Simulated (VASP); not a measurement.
Here is a VASP 6.6.1 calculation.

File INCAR:

```
ALGO = Normal
EDIFF = 1E-6
ENCUT = 520
GGA = PE
ISIF = 2
ISMEAR = 0
LASPH = T
LCHARG = T
LELF = T
LREAL = F
LVHAR = T
LWAVE = F
NBANDS = 21
NELM = 100
PREC = Accurate
SIGMA = 0.01
```

File KPOINTS:

```
k-points
0
Gamma
  12 12 12
```

POSCAR

```
NaH
1.0
    1.6834424541      0.9719359540      8.6913886126
   -1.6834424541      0.9719359540      8.6913886126
    0.0000000000     -1.9438719081      8.6913886126
Na H
3 3
Direct
    0.5000000000      0.5000000000      0.5000000000
    0.6128987681      0.6128987681      0.6128987681
    0.3871012319      0.3871012319      0.3871012319
    0.0000000000      0.0000000000      0.0000000000
    0.7768594733      0.7768594733      0.7768594733
    0.2231405267      0.2231405267      0.2231405267
```

Potentials or basis: VASP PAW PBE potentials, release 64 (Na_pv, H).

Command:

```sh
$ cat potpaw_PBE.64/Na_pv/POTCAR potpaw_PBE.64/H/POTCAR > POTCAR
$ mpirun -np 1 vasp_std > vasp.out
```

Q: What does it give for the pressure?

A: 0.0 GPa.

Q: Predict the band gap on the k mesh.

A: 3.46 eV (least direct gap 4.21 eV).

A k mesh can miss the band edges.
